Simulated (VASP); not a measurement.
Set up this calculation in VASP 6.6.1, as the native input.

- Task: single point
- Functional: PBE
- Potentials or basis: VASP PAW PBE potentials, release 64 (Ni)
- Cutoff: 520 eV
- k mesh: 24 × 24 × 24
- Occupations: gaussian, width 0.15 eV
- Spin: collinear spin, ferromagnetic start
- Starting moments: [0.375] μB
- Fixed moment: 0.375 μB
- Dipole correction: no
- Further INCAR settings: ALGO = Fast; EDIFF = 1e-07; NBANDS = 15

The structure of Ni lies in POSCAR:

```
Ni
1.0
    0.0000000000      1.7591360705      1.7591360705
    1.7591360705      0.0000000000      1.7591360705
    1.7591360705      1.7591360705      0.0000000000
Ni
1
Direct
    0.0000000000      0.0000000000      0.0000000000
```

These files were run (other wordings do the same):

INCAR

```
SYSTEM = Ni
  PREC = Accurate
  ENCUT = 520
  EDIFF = 1E-7
  ISMEAR = 0
  SIGMA = 0.15
  LREAL = .False.
  LASPH = .True.
  NELM = 150
  ALGO = Fast
  ISIF = 2
  LWAVE = .False.
  LCHARG = .False.
  ISPIN = 2
  MAGMOM = 0.375
  LORBIT = 11
  NUPDOWN = 0.375
  LMAXMIX = 4
  GGA = PE
  NBANDS = 15
```

KPOINTS

```
regular mesh
0
Gamma
  24 24 24
  0 0 0
```

Potentials or basis: VASP PAW PBE potentials, release 64 (Ni).

Launch:

```sh
$ cat potpaw_PBE.64/Ni/POTCAR > POTCAR
$ mpirun -np 1 vasp_std > vasp.out
```

Results of the run:

- Pressure: -0.6 GPa
- Net moment: 0.38 μB per cell
- Site moments: Ni +0.39 μB
- Valence electrons inside the program's atomic spheres: Ni 9.31

Caveat: the total moment is fixed, so each spin has its own Fermi level.

Wall time 89 s on 1 thread of Intel(R) Xeon(R) 6975P-C (Granite Rapids) (shared host), peak memory 0.21 GiB.
